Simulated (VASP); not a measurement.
Write the native input for VASP 6.6.1 that does the following.

| Item | Value |
| --- | --- |
| Task | single point |
| Functional | PBE |
| Potentials or basis | VASP PAW PBE potentials, release 64 (C) |
| Cutoff | 520 eV |
| k mesh | 8 × 6 × 4 |
| Occupations | gaussian, width 0.2 eV |
| Spin | no spin polarisation |
| Dipole correction | no |
| Further INCAR settings | ALGO = Normal; EDIFF = 1e-07; NBANDS = 21 |

The structure of C lies in POSCAR:

```
C
1.0
   -2.4237154696      0.0000000000      0.0000000000
    0.0000000000      0.0000000000     -4.2136158721
    0.0000000000     -4.8474309392      0.0000000000
C
6
Direct
    0.0000000000      0.6838556956      0.0000000000
    1.0000000000      0.6838556956      0.5000000000
    1.0000000000      0.9608546922      0.7500000000
    1.0000000000      0.9608546922      0.2500000000
    0.5000000000      0.9608546922      0.5000000000
    0.5000000000      0.9608546922      0.0000000000
```

One way to write it, as run:

INCAR

```
SYSTEM = C
PREC = Accurate
ENCUT = 520
EDIFF = 1E-7
ISMEAR = 0
SIGMA = 0.2
LREAL = .False.
LASPH = .True.
NELM = 80
ALGO = Normal
ISIF = 2
LWAVE = .False.
LCHARG = .False.
GGA = PE
NBANDS = 21
```

KPOINTS

```
regular mesh
0
Gamma
  8 6 4
  0 0 0
```

Potentials or basis: VASP PAW PBE potentials, release 64 (C).

Command:

```bash
$ cat potpaw_PBE.64/C/POTCAR > POTCAR
$ mpirun -np 1 vasp_std > vasp.out
```

Results of the run:

| Item | Value |
| --- | --- |
| Pressure | 0.7 GPa |
| Largest force | 0.197 eV/Å |
| Band gap on the k mesh | zero (band 12 reaches 6.94 eV, above the bottom of band 13 at 3.83 eV) |

Caveat: this functional lacks dispersion, which binds the layers, so the pressure and a relaxed spacing across them are unreliable.

Wall time 21 s on 1 thread of Intel(R) Xeon(R) 6975P-C (Granite Rapids) (shared host), peak memory 0.17 GiB.
